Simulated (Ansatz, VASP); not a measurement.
# AgAs: VASP beside Ansatz

```
Ag As
1.0
     4.99138    0.00000    0.00000
     0.00000    2.96079    0.00000
     0.00000    0.00000    5.17270
Ag As
2 2
Direct
  0.25000 0.00000 0.83523
  0.75000 0.00000 0.16477
  0.75000 0.50000 0.66565
  0.25000 0.50000 0.33436
```

Alike in both runs: task single point; functional PBE; k mesh 4 × 7 × 4; occupations fermi-dirac, width 0.1 eV; no spin polarisation.

|  | VASP | Ansatz |
| --- | --- | --- |
| version | VASP 6.6.1 | Ansatz 0.2.0 |
| potentials or method | VASP PAW PBE potentials, release 64 (Ag, As) | plane waves, PAW |
| plane-wave cutoff (eV) | 520 | 420 |
| valence electrons in the cell | 32 | 68 |

```tsv
	VASP	Ansatz	Ansatz less VASP
rms of the force components (eV/Å)	0.078	0.078	-0.0004
```

Atom by atom the forces differ by 0.001 eV/Å (rms over components). VASP's potentials hold 32 valence electrons a cell and Ansatz's 68, so a difference there can come from the potentials and not from the codes.
